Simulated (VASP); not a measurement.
Runs of VASP 6.6.1 on BeS. The structure is cubic, space group F-43m (No. 216). Conventional cell: a = 4.850 Å, b = 4.850 Å, c = 4.850 Å, α = 90.00°, β = 90.00°, γ = 90.00°. Within 2.8 Å of Be (site symmetry -43m) lie 4 S at 2.10 Å. S (site symmetry -43m) has 4 Be at 2.10 Å within 2.8 Å. 

```tsv
level	grid for exact exchange (PRECFOCK)	share of exact exchange	screening parameter	gap on the mesh (eV)	pressure (GPa)
PBE	-	-	-	3.10	(b)
PBE-based global hybrid	Normal	0.4	-	5.88	-0.5
PBE0+D4	Normal	-	-	4.82	-2.2
PBE-based screened hybrid	Normal	0.45	0.3 1/Å	4.47	(d)
r2SCAN0	Normal	-	-	5.09	0.8
HF	Normal	-	-	(a)	(c)
```

Alike in all rows: task single point; potentials or basis VASP PAW PBE potentials, release 64 (Be, S); no spin polarisation; cell as given; k mesh 4 × 4 × 4; cutoff (eV) 520; smearing gaussian 0.05 eV.

Problem. Fill in the values left out.

Solution. (a) 10.63; (b) 2.1; (c) 5.5; (d) -0.4.

Caveats: all runs use coarse meshes; the PAW data sets were made with another functional, which shifts forces and pressure a little (some runs).

A k mesh can miss the band edges.
